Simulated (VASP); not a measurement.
# TiO2 in VASP: further runs, part 2 of 2

VASP 6.6.1. The steps go on from the part before.

## (3) Single point, r2SCAN (strain along [111] +1.3%)

POSCAR

```
TiO2
1.0
    0.0206127144      2.4174399723      2.4174399723
    2.4174399723      0.0206127144      2.4174399723
    2.4174399723      2.4174399723      0.0206127144
Ti O
1 2
Direct
    0.0000000000      0.0000000000      0.0000000000
    0.2495778124      0.2495778124      0.2495778124
    0.7504221876      0.7504221876      0.7504221876
```

INCAR.step1

```
SYSTEM = TiO2
  PREC = Accurate
  ENCUT = 520
  ISMEAR = 0
  SIGMA = 0.01
  LREAL = .False.
  LASPH = .True.
  NELM = 80
  NBANDS = 19
  GGA = PE
  ALGO = Normal
  EDIFF = 1E-4
  LWAVE = .True.
  LCHARG = .False.
```

INCAR.step2

```
SYSTEM = TiO2
  PREC = Accurate
  ENCUT = 520
  EDIFF = 1E-6
  ISMEAR = 0
  SIGMA = 0.01
  LREAL = .False.
  LASPH = .True.
  NELM = 80
  ALGO = Normal
  ISIF = 2
  LWAVE = .False.
  LCHARG = .False.
  METAGGA = R2SCAN
  LMIXTAU = .True.
  NBANDS = 19
  ISTART = 1
```

KPOINTS

```
regular mesh
0
Gamma
  10 10 10
  0 0 0
```

Potentials or basis: VASP PAW PBE potentials, release 64 (Ti_sv, O).

Run with:

```console
$ cat potpaw_PBE.64/Ti_sv/POTCAR potpaw_PBE.64/O/POTCAR > POTCAR
$ cp INCAR.step1 INCAR
$ mpirun -np 1 vasp_std > vasp.out
$ cp INCAR.step2 INCAR
$ mpirun -np 1 vasp_std > vasp.out
```

Run time: 2.2 min. Hardware: 1 thread of Intel Xeon 6975P-C (Granite Rapids), shared host; peak memory 0.19 GiB.

The run converged. Its results:

| Quantity | Value |
| --- | --- |
| Free energy | -34.1003 eV |
| Pressure | -1.9 GPa |
| Largest force | 0.004 eV/Å |
| Band gap on the k mesh | 1.53 eV, indirect (least direct gap 2.21 eV) |

Forces on the atoms (eV/Å):
```
Ti   0.000  0.000  0.000
O   -0.002 -0.002 -0.002
O    0.002  0.002  0.002
```

Stress tensor (GPa, compression positive):
```
-1.95 -0.31 -0.31
-0.31 -1.95 -0.31
-0.31 -0.31 -1.95
```

Levels at points of the mesh, in eV from the valence-band top:
```csv
k point,band 9,band 10,band 11,band 12,band 13,band 14,band 15,band 16
"(0.00, 0.00, 0.00)",-6.08,-0.91,-0.91,-0.87,1.53,1.53,5.58,5.64
"(0.50, 0.00, 0.00)",-3.45,-3.34,-2.62,-2.57,1.82,1.86,3.12,5.20
"(0.50, 0.50, 0.00)",-4.68,-2.17,-2.07,0.00,2.21,2.22,3.11,4.37
"(0.50, 0.50, 0.50)",-3.43,-3.28,-2.58,-2.58,1.82,1.82,3.01,5.27
```

Caveat: the cell differs from its parent crystal (strain along [111] +1.3%); the PAW data sets were made with another functional, which shifts forces and pressure a little. A k mesh can miss the band edges.

## (4) Single point, r2SCAN (uniaxial z strain +3.8%)

POSCAR

```
TiO2
1.0
    0.0000000000      2.3968272579      2.4869479628
    2.3968272579      0.0000000000      2.4869479628
    2.3968272579      2.3968272579      0.0000000000
Ti O
1 2
Direct
    0.0000000000      0.0000000000      0.0000000000
    0.2500000000      0.2500000000      0.2500000000
    0.7500000000      0.7500000000      0.7500000000
```

INCAR.step1

```
SYSTEM = TiO2
PREC = Accurate
ENCUT = 520
ISMEAR = 0
SIGMA = 0.01
LREAL = .False.
LASPH = .True.
NELM = 100
NBANDS = 19
GGA = PE
ALGO = Normal
EDIFF = 1E-4
LWAVE = .True.
LCHARG = .False.
```

INCAR.step2

```
SYSTEM = TiO2
PREC = Accurate
ENCUT = 520
EDIFF = 1E-6
ISMEAR = 0
SIGMA = 0.01
LREAL = .False.
LASPH = .True.
NELM = 100
ALGO = Normal
ISIF = 2
LWAVE = .False.
LCHARG = .True.
METAGGA = R2SCAN
LMIXTAU = .True.
LELF = .True.
LVHAR = .True.
NBANDS = 19
ISTART = 1
```

KPOINTS

```
Automatic mesh
0
Gamma
  10 10 10
  0 0 0
```

Potentials or basis: VASP PAW PBE potentials, release 64 (Ti_sv, O).

Run with:

```console
$ cat potpaw_PBE.64/Ti_sv/POTCAR potpaw_PBE.64/O/POTCAR > POTCAR
$ cp INCAR.step1 INCAR
$ mpirun -np 1 vasp_std > vasp.out
$ cp INCAR.step2 INCAR
$ mpirun -np 1 vasp_std > vasp.out
```

OUTCAR:

```text
SYSTEM = TiO2
   PREC = Accurate
   ENCUT = 520
   EDIFF = 1E-6
   ISMEAR = 0
   LREAL = .False.
   LASPH = .True.
   NELM = 100
   ISIF = 2
   METAGGA = R2SCAN
   ISTART = 1

 ion  position               nearest neighbor table
   1  0.000  0.000  0.000-   3 2.10   3 2.10   3 2.10   2 2.10   3 2.10   2 2.10   2 2.10   2 2.10

   2  0.250  0.250  0.250-   1 2.10   1 2.10   1 2.10   1 2.10
   3  0.750  0.750  0.750-   1 2.10   1 2.10   1 2.10   1 2.10

  LATTYP: Found a body centered tetragonal cell.
[... 724 lines left out ...]

  FORCE on cell =-STRESS in cart. coord.  units (eV):
  Direction    XX          YY          ZZ          XY          YZ          ZX
  --------------------------------------------------------------------------------------
  -------------------------------------------------------------------------------------
  Total       -0.2209952     -0.2209952     -3.8074456      0.0000000     -0.0000000      0.0000000
  in kB      -12.3914844    -12.3914844   -213.4883231      0.0000000     -0.0000000      0.0000000
  external PRESSURE =     -79.4237640 kB  Pullay stress =       0.0000000 kB

 VOLUME and BASIS-vectors are now :
 -----------------------------------------------------------------------------
  energy-cutoff  :      520.00
  volume of cell :       28.57
      direct lattice vectors                 reciprocal lattice vectors
     0.000000000  2.396827258  2.486947963    -0.208609110  0.208609110  0.201049643
     2.396827258  0.000000000  2.486947963     0.208609110 -0.208609110  0.201049643
     2.396827258  2.396827258  0.000000000     0.208609110  0.208609110 -0.201049643

 POSITION                                       TOTAL-FORCE (eV/Angst)
 -----------------------------------------------------------------------------------
      0.00000      0.00000      0.00000         0.000000     -0.000000     -0.000000
      1.19841      1.19841      1.24347        -0.000000     -0.000000     -0.000000
      3.59524      3.59524      3.73042         0.000000      0.000000      0.000000
 -----------------------------------------------------------------------------------
    total drift:                                0.000000      0.000000      0.000000

  FREE ENERGIE OF THE ION-ELECTRON SYSTEM (eV)
  ---------------------------------------------------
  free  energy   TOTEN  =       -34.0366691090 eV

  energy  without entropy=      -34.0366691090  energy(sigma->0) =      -34.03666911
```

OSZICAR.step1:

```text
N       E                     dE             d eps       ncg     rms          rms(c)
DAV:   1     0.247567985310E+03    0.24757E+03   -0.12922E+04  3876   0.148E+03
DAV:   2    -0.138860005896E+02   -0.26145E+03   -0.24785E+03  4203   0.412E+02
DAV:   3    -0.350515836457E+02   -0.21166E+02   -0.20903E+02  4484   0.121E+02
DAV:   4    -0.357595259688E+02   -0.70794E+00   -0.70599E+00  5369   0.202E+01
DAV:   5    -0.357725734096E+02   -0.13047E-01   -0.13043E-01  4524   0.269E+00    0.204E+01
DAV:   6    -0.267571900133E+02    0.90154E+01   -0.44505E+01  4715   0.744E+01    0.102E+01
DAV:   7    -0.263268733635E+02    0.43032E+00   -0.13310E+01  4619   0.311E+01    0.598E+00
DAV:   8    -0.262194943828E+02    0.10738E+00   -0.29647E-01  4450   0.481E+00    0.491E+00
DAV:   9    -0.263775622207E+02   -0.15807E+00   -0.47992E+00  4570   0.183E+01    0.577E+00
DAV:  10    -0.260019589890E+02    0.37560E+00   -0.15510E+00  5291   0.958E+00    0.111E+00
DAV:  11    -0.259929198256E+02    0.90392E-02   -0.10699E-01  4729   0.258E+00    0.504E-01
DAV:  12    -0.259906416983E+02    0.22781E-02   -0.55816E-03  4355   0.602E-01    0.266E-01
DAV:  13    -0.259906995315E+02   -0.57833E-04   -0.96671E-04  4438   0.305E-01
   1 F= -.25990700E+02 E0= -.25990700E+02  d E =-.946613E-23
```

It took 4.5 min on 1 thread of AMD EPYC 7R43 (Zen 3), shared host; peak memory 0.17 GiB.

Results:

```
Free energy            : -34.0367 eV
Pressure               : -7.9 GPa
Band gap on the k mesh : 1.26 eV, indirect (least direct gap 1.86 eV)
```

Stress tensor (GPa, compression positive):
```
 -1.24   0.00   0.00
  0.00  -1.24   0.00
  0.00   0.00 -21.35
```

Caveat: the cell differs from its parent crystal (uniaxial z strain +3.8%); the PAW data sets were made with another functional, which shifts forces and pressure a little. A k mesh can miss the band edges.

## (5) Summary

| level | cell | smearing | gap on the mesh (eV) | pressure (GPa) |
| --- | --- | --- | --- | --- |
| PBE | a = 3.454, b = 3.454, c = 3.390 Å, angles 60.6, 60.6, 58.8°, 3 atoms | fermi-dirac 0.02 eV | 0.85 | -2.5 |
| r2SCAN | a = 3.419 Å, angles 59.4°, 3 atoms | gaussian 0.01 eV | 1.53 | -1.9 |
| r2SCAN | a = 3.454, b = 3.454, c = 3.390 Å, angles 60.6, 60.6, 58.8°, 3 atoms | gaussian 0.01 eV | 1.26 | -7.9 |

Alike in all rows: task single point; potentials or basis VASP PAW PBE potentials, release 64 (Ti_sv, O); no spin polarisation; k mesh 10 × 10 × 10; cutoff (eV) 520.

Caveats: the PAW data sets were made with another functional, which shifts forces and pressure a little (some runs).

Absolute energies hang on the potentials; compare differences alone.
